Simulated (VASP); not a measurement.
A run of VASP 6.6.1 is set up as follows.

Contents of POSCAR:

```
MgS
1.0
    0.0000000000      2.8308768389      2.8308768389
    2.8308768389      0.0000000000      2.8308768389
    2.8308768389      2.8308768389      0.0000000000
Mg S
1 1
Direct
    0.0000000000      0.0000000000      0.0000000000
    0.2500000000      0.2500000000      0.2500000000
```

INCAR.step1

```
PREC = Accurate
ENCUT = 520
EDIFF = 1E-5
ISMEAR = 0
SIGMA = 0.01
LREAL = False
LASPH = True
NELM = 60
ALGO = Normal
ISIF = 2
LWAVE = True
LCHARG = False
GGA = PE
NBANDS = 11
```

The input INCAR.step2:

```
PREC = Accurate
ENCUT = 520
EDIFF = 1E-7
ISMEAR = 0
SIGMA = 0.01
LREAL = False
LASPH = True
NELM = 60
ALGO = Normal
ISIF = 2
LWAVE = False
LCHARG = False
GGA = PE
LHFCALC = True
AEXX = 0.35
PRECFOCK = Normal
ISTART = 1
NBANDS = 11
```

File KPOINTS:

```
Automatic mesh
0
Gamma
  4 4 4
```

Potentials or basis: VASP PAW PBE potentials, release 64 (Mg, S).

Run with:

```sh
$ cat potpaw_PBE.64/Mg/POTCAR potpaw_PBE.64/S/POTCAR > POTCAR
$ cp INCAR.step1 INCAR
$ mpirun -np 1 vasp_std > vasp.out
$ cp INCAR.step2 INCAR
$ mpirun -np 1 vasp_std > vasp.out
```

(1) What does it give for the band gap on the k mesh?

(2) What does it give for the pressure?

Results:

(1) 5.98 eV, direct.

(2) -0.7 GPa.

Caveat: the k points lie up to 0.48 Å⁻¹ apart; the PAW data sets were made with another functional, which shifts forces and pressure a little.
